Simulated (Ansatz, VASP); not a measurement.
Two plane-wave programs on BiO5

```
Bi O
1.0
     2.78362    1.60712    3.32735
    -2.78362    1.60712    3.32735
     0.00000   -3.21424    3.32735
Bi O
1 5
Direct
  0.00000 0.00000 0.00000
  0.00000 0.00000 0.50000
  0.50000 0.00000 0.00000
  0.00000 0.50000 0.00000
  0.25617 0.25617 0.25617
  0.74383 0.74383 0.74383
```

Alike in both runs: functional PBE; k mesh 4 × 4 × 4; occupations gaussian, width 0.2 eV; no spin polarisation.

Ansatz relaxed the structure, and its values are those at the end. VASP's run is a single point on that final structure, the one shown.

|  | VASP | Ansatz |
| --- | --- | --- |
| version | VASP 6.6.1 | Ansatz 0.2.0 |
| potentials or method | VASP PAW PBE potentials, release 64 (Bi_d, O), cutoff 600 eV | scalar-relativistic, plane waves, PAW |
| valence electrons in the cell | 45 | 45 |

|  | VASP | Ansatz | Ansatz less VASP |
| --- | --- | --- | --- |
| gap on the k mesh at the Fermi level (eV) | none | none | - |
| pressure (GPa) | 0.5 | 0.6 | +0.07 |
| rms of the force components (eV/Å) | 0.000 | 0.008 | +0.0074 |

A gap of «none» marks a metal or a gap that the smearing closes. With one functional, cell and mesh, what is left measures potentials, basis and numerics.

The k mesh is coarse, so the values compare programs but aren't converged. Spin-orbit coupling is off throughout.
